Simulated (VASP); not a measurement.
# KZnF3 (Cm) in VASP: further runs, part 2 of 2

VASP 6.6.1. The steps go on from the part before.

## 3. Single point, PBE (atom 3 (F) moved by (-0.150, -0.150) A along [1 1 0] and z)

Contents of INCAR:

```
SYSTEM = KZnF3
  ALGO = Normal
  EDIFF = 1E-6
  ENCUT = 520
  GGA = PE
  ISIF = 2
  ISMEAR = 0
  LASPH = .TRUE.
  LCHARG = .FALSE.
  LREAL = .FALSE.
  LWAVE = .FALSE.
  NBANDS = 29
  NELM = 60
  PREC = Accurate
  SIGMA = 0.05
```

Contents of KPOINTS:

```
k-points
0
G
  6 6 6
  0 0 0
```

Contents of POSCAR:

```
KZnF3
1.0
    4.0500000000      0.0000000000      0.0000000000
    0.0000000000      4.0500000000      0.0000000000
    0.0000000000      0.0000000000      4.0500000000
K Zn F
1 1 3
Direct
    0.0000000000      0.0000000000      0.0000000000
    0.5000000000      0.5000000000      0.5000000000
    0.4738108600      0.4738108600     -0.0370370370
    0.0000000000      0.5000000000      0.5000000000
    0.5000000000      0.0000000000      0.5000000000
```

Potentials or basis: VASP PAW PBE potentials, release 64 (K_sv, Zn, F).

Launch:

```bash
> cat potpaw_PBE.64/K_sv/POTCAR potpaw_PBE.64/Zn/POTCAR potpaw_PBE.64/F/POTCAR > POTCAR
> mpirun -np 1 vasp_std > vasp.out
```

OUTCAR:

```text
SYSTEM = KZnF3
   EDIFF = 1E-6
   ENCUT = 520
   GGA = PE
   ISIF = 2
   ISMEAR = 0
   LASPH = .TRUE.
   LREAL = .FALSE.
   NELM = 60
   PREC = Accurate

 ion  position               nearest neighbor table
   1  0.000  0.000  0.000-   3 2.72
   2  0.500  0.500  0.500-   3 1.88   4 2.02   5 2.02   5 2.02   4 2.02   3 2.18
   3  0.474  0.474  0.963-   2 1.88   2 2.18   1 2.72
   4  0.000  0.500  0.500-   2 2.02   2 2.02
   5  0.500  0.000  0.500-   2 2.02   2 2.02

  LATTYP: Found a simple cubic cell.
 ALAT       =     4.0500000000

  Lattice vectors:

 A1 = (   4.0500000000,   0.0000000000,   0.0000000000)
 A2 = (   0.0000000000,   4.0500000000,   0.0000000000)
 A3 = (   0.0000000000,   0.0000000000,   4.0500000000)

Analysis of symmetry for initial positions (statically):
=====================================================================
 Subroutine PRICEL returns:
 Original cell was already a primitive cell.

 Routine SETGRP: Setting up the symmetry group for a
 simple cubic supercell.

 Subroutine GETGRP returns: Found  2 space group operations
 (whereof  2 operations were pure point group operations)
 out of a pool of 48 trial point group operations.

The static configuration has the point symmetry C_1h.

Analysis of symmetry for dynamics (positions and initial velocities):
=====================================================================
 Subroutine PRICEL returns:
 Original cell was already a primitive cell.

 Routine SETGRP: Setting up the symmetry group for a
 simple cubic supercell.

 Subroutine GETGRP returns: Found  2 space group operations
 (whereof  2 operations were pure point group operations)
 out of a pool of 48 trial point group operations.

The dynamic configuration has the point symmetry C_1h.

 Subroutine INISYM returns: Found  2 space group operations
 (whereof  2 operations are pure point group operations),
 and found     1 'primitive' translations

----------------------------------------------------------------------------------------

                                     Primitive cell

  volume of cell :      66.4301

  direct lattice vectors                    reciprocal lattice vectors
     4.050000000  0.000000000  0.000000000     0.246913580  0.000000000  0.000000000
     0.000000000  4.050000000  0.000000000     0.000000000  0.246913580  0.000000000
     0.000000000  0.000000000  4.050000000     0.000000000  0.000000000  0.246913580

  length of vectors
     4.050000000  4.050000000  4.050000000     0.246913580  0.246913580  0.246913580

  position of ions in fractional coordinates (direct lattice)
     0.000000000  0.000000000  0.000000000
     0.500000000  0.500000000  0.500000000
     0.473810860  0.473810860  0.962962963
     0.000000000  0.500000000  0.500000000
     0.500000000  0.000000000  0.500000000

  ion indices of the primitive-cell ions
   primitive index   ion index
                 1           1
                 2           2
                 3           3
                 4           4
                 5           5

----------------------------------------------------------------------------------------

 KPOINTS: k-points

Automatic generation of k-mesh.
 Grid dimensions read from file:
 generate k-points for:    6    6    6

 Generating k-lattice:

  Cartesian coordinates                     Fractional coordinates (reciprocal lattice)
     0.041152263  0.000000000  0.000000000     0.166666667  0.000000000  0.000000000
     0.000000000  0.041152263  0.000000000     0.000000000  0.166666667  0.000000000
     0.000000000  0.000000000  0.041152263     0.000000000  0.000000000  0.166666667

  Length of vectors
     0.041152263  0.041152263  0.041152263

  Shift w.r.t. Gamma in fractional coordinates (k-lattice)
     0.000000000  0.000000000  0.000000000

 Subroutine IBZKPT returns following result:
 ===========================================

 Found     68 irreducible k-points:

 Following reciprocal coordinates:
            Coordinates               Weight
  0.000000  0.000000  0.000000      1.000000
  0.166667  0.000000  0.000000      4.000000
  0.000000  0.000000  0.166667      2.000000
  0.333333  0.000000  0.000000      4.000000
  0.000000  0.000000  0.333333      2.000000
  0.500000  0.000000  0.000000      2.000000
[... 16 lines left out ...]
 -0.333333  0.333333  0.000000      2.000000
 -0.333333  0.000000  0.333333      4.000000
 [... further k-points ...]
   k-points           NKPTS =     68   k-points in BZ     NKDIM =     68   number of bands    NBANDS=     29
   number of dos      NEDOS =    301   number of ions     NIONS =      5
   total plane-waves  NPLWV =  27000
   dimension x,y,z NGX =    30 NGY =   30 NGZ =   30
   dimension x,y,z NGXF=    60 NGYF=   60 NGZF=   60
   ions per type =               1   1   3
   NGX,Y,Z   is equivalent  to a cutoff of  12.31, 12.31, 12.31 a.u.
   NGXF,Y,Z  is equivalent  to a cutoff of  24.63, 24.63, 24.63 a.u.
 SYSTEM =  KZnF3
   PREC   = accura    normal or accurate (medium, high low for compatibility)
   ISTART =      0    job   : 0-new  1-cont  2-samecut
   ICHARG =      2    charge: 1-file 2-atom 10-const
   ISPIN  =      1    spin polarized calculation?
   LNONCOLLINEAR =      F non collinear calculations
   LSORBIT =      F    spin-orbit coupling
   LASPH  =      T    aspherical Exc in radial PAW
   ENCUT  =  520.0 eV  38.22 Ry    6.18 a.u.   7.53  7.53  7.53*2*pi/ulx,y,z
   NELM   =     60;   NELMIN=  2; NELMDL= -5     # of ELM steps
   EDIFF  = 0.1E-05   stopping-criterion for ELM
   LREAL  =      F    real-space projection
   EDIFFG = 0.1E-04   stopping-criterion for IOM
   NSW    =      0    number of steps for IOM
   IBRION =     -1    ionic relax: 0-MD 1-quasi-New 2-CG
   NFREE  =      0    steps in history (QN), initial steepest desc. (CG)
   ISIF   =      2    stress and relaxation
   ISYM   =      2    0-nonsym 1-usesym 2-fastsym
   POTIM  = 0.5000    time-step for ionic-motion
   TEBEG  =    0.0;   TEEND  =   0.0 temperature during run
   PSTRESS=    0.0 pullay stress
   NELECT =      42.0000    total number of electrons
   NUPDOWN=      -1.0000    fix difference up-down
   EMIN   =  10.00;   EMAX   =-10.00  energy-range for DOS
   EFERMI =   0.00;   METHOD = LEGACY
   ISMEAR =     0;   SIGMA  =   0.05  broadening in eV -4-tet -1-fermi 0-gaus
   EFERMI_NEDOS =   21; number of points for ismear=-14 and -15
   IALGO  =     38    algorithm
   IMIX   =      4    mixing-type and parameters
     AMIX     =   0.40;   BMIX     =  1.00
     AMIX_MAG =   1.60;   BMIX_MAG =  1.00
  volume/ion in A,a.u.               =      13.29        89.66
  Fermi-wavevector in a.u.,A,eV,Ry     =   1.405086  2.655228 26.861528  1.974267
  Thomas-Fermi vector in A             =   2.527583
   LORBIT       =      0    0 simple, 1 ext, 2 COOP (PROOUT), +10 PAW based schemes
   GGA     = PE    functional components
   LHFCALC =     F    Hartree Fock is set to
   AEXX    =    0.0000 exact exchange contribution
   IVDW    =     0    specifies the selected vdW correction
   LEPSILON=     F    determine dielectric tensor
   LRPA    =     F    only Hartree local field effects (RPA)
 non-spin polarized calculation
 Gauss-broadening in eV      SIGMA  =   0.05
  energy-cutoff  :      520.00
  volume of cell :       66.43
 maximum number of plane-waves:      1811
   NGX = 15   NGY = 15   NGZ = 15

 number of electron      42.0000002 magnetization

 Free energy of the ion-electron system (eV)
  ---------------------------------------------------
  ext. energy  EPLUGINS =         0.00000000
  ---------------------------------------------------
  free energy    TOTEN  =       -20.10510571 eV

  energy without entropy =      -20.10510571  energy(sigma->0) =      -20.10510571

 E-fermi :  -0.4169     XC(G=0):  -9.8721

 val. band max:       -0.7280113321   @ k =   0.0000   0.5000   0.5000
 cond. band min:       3.0247540549   @ k =   0.0000   0.0000   0.0000
 fundamental gap:      3.7527653870
 Fermi energy:        -0.4169428926

 k-point     1 :       0.0000    0.0000    0.0000
  band No.  band energies     occupation
      1     -27.8499      2.00000
      2     -22.3964      2.00000
      3     -21.7639      2.00000
      4     -21.7291      2.00000
      5     -11.3383      2.00000
      6     -11.3365      2.00000
[... 757 lines left out ...]
     28      10.6776      0.00000
     29      11.7253      0.00000

 [... further k-points ...]

------------------------ aborting loop because EDIFF is reached ----------------------------------------

  FORCE on cell =-STRESS in cart. coord.  units (eV):
  Direction    XX          YY          ZZ          XY          YZ          ZX
  --------------------------------------------------------------------------------------
  -------------------------------------------------------------------------------------
  Total        2.2062112      2.2062112      3.3234008      0.0328128     -0.0882235     -0.0882231
  in kB       53.2099200     53.2099200     80.1545598      0.7913874     -2.1277939     -2.1277864
  external PRESSURE =      62.1914666 kB  Pullay stress =       0.0000000 kB

 VOLUME and BASIS-vectors are now :
 -----------------------------------------------------------------------------
  energy-cutoff  :      520.00
  volume of cell :       66.43
      direct lattice vectors                 reciprocal lattice vectors
     4.050000000  0.000000000  0.000000000     0.246913580  0.000000000  0.000000000
     0.000000000  4.050000000  0.000000000     0.000000000  0.246913580  0.000000000
     0.000000000  0.000000000  4.050000000     0.000000000  0.000000000  0.246913580

 POSITION                                       TOTAL-FORCE (eV/Angst)
 -----------------------------------------------------------------------------------
      0.00000      0.00000      0.00000        -0.043587     -0.043587     -0.030728
      2.02500      2.02500      2.02500         0.058901      0.058901     -1.312967
      1.91893      1.91893      3.90000         0.166311      0.166311      1.945433
      0.00000      2.02500      2.02500        -0.222521      0.040896     -0.300869
      2.02500      0.00000      2.02500         0.040896     -0.222521     -0.300869
 -----------------------------------------------------------------------------------
    total drift:                                0.000295      0.000295      0.000127

  FREE ENERGIE OF THE ION-ELECTRON SYSTEM (eV)
  ---------------------------------------------------
  free  energy   TOTEN  =       -20.1051057109 eV

  energy  without entropy=      -20.1051057109  energy(sigma->0) =      -20.10510571
```

OSZICAR:

```text
N       E                     dE             d eps       ncg     rms          rms(c)
DAV:   1     0.437703202387E+03    0.43770E+03   -0.22175E+04  3944   0.174E+03
DAV:   2     0.174290464416E+02   -0.42027E+03   -0.39909E+03  4366   0.449E+02
DAV:   3    -0.213989668937E+02   -0.38828E+02   -0.38546E+02  4627   0.142E+02
DAV:   4    -0.223749193609E+02   -0.97595E+00   -0.97349E+00  6187   0.210E+01
DAV:   5    -0.223851279725E+02   -0.10209E-01   -0.10205E-01  4572   0.187E+00    0.118E+01
DAV:   6    -0.200692124627E+02    0.23159E+01   -0.64846E+00  5731   0.357E+01    0.730E+00
DAV:   7    -0.201296458753E+02   -0.60433E-01   -0.14351E+00  4349   0.751E+00    0.467E+00
DAV:   8    -0.201429827806E+02   -0.13337E-01   -0.49295E-01  5368   0.138E+01    0.158E+00
DAV:   9    -0.201061398654E+02    0.36843E-01   -0.91686E-02  6166   0.929E+00    0.479E-01
DAV:  10    -0.201048889675E+02    0.12509E-02   -0.52037E-02  5858   0.475E+00    0.213E-01
DAV:  11    -0.201052340587E+02   -0.34509E-03   -0.81765E-03  4404   0.736E-01    0.131E-01
DAV:  12    -0.201052106541E+02    0.23405E-04   -0.32373E-04  4535   0.132E-01    0.959E-02
DAV:  13    -0.201050895610E+02    0.12109E-03   -0.55654E-04  5410   0.889E-01    0.346E-02
DAV:  14    -0.201051051895E+02   -0.15629E-04   -0.18745E-04  4880   0.151E-01    0.988E-03
DAV:  15    -0.201051057938E+02   -0.60430E-06   -0.10909E-05  5325   0.262E-02    0.450E-03
DAV:  16    -0.201051057109E+02    0.82959E-07   -0.71100E-07  2505   0.165E-02
   1 F= -.20105106E+02 E0= -.20105106E+02  d E =-.182869E-19
```

stdout:

```text
POSCAR found type information on POSCAR K ZnF
 POSCAR found :  3 types and       5 ions
 scaLAPACK will be used
 LDA part: xc-table for (Slater+PW92), standard interpolation
 POSCAR, INCAR and KPOINTS ok, starting setup
 FFT: planning ... GRIDC
 FFT: planning ... GRID_SOFT
 FFT: planning ... GRID
 WAVECAR not read
 entering main loop
```

Wall time 60 s (1 thread of AMD EPYC 9R45 (Zen 5), shared host); peak memory 0.22 GiB.

What came out:

```
Free energy            : -20.1051 eV
Pressure               : 6.2 GPa
Largest force          : 1.960 eV/Å
Band gap on the k mesh : 3.75 eV (least direct gap 5.53 eV)
```

Forces on the atoms (eV/Å):
```
K   -0.044 -0.044 -0.031
Zn   0.059  0.059 -1.313
F    0.166  0.166  1.945
F   -0.223  0.041 -0.301
F    0.041 -0.223 -0.301
```

Caveat: the cell differs from its parent crystal (atom 3 (F) moved by (-0.150, -0.150) A along [1 1 0] and z); the cell stands under pressure; forces of over 1 eV/Å act on the atoms, so gaps and moduli don't describe the material at rest. A k mesh can miss the band edges.
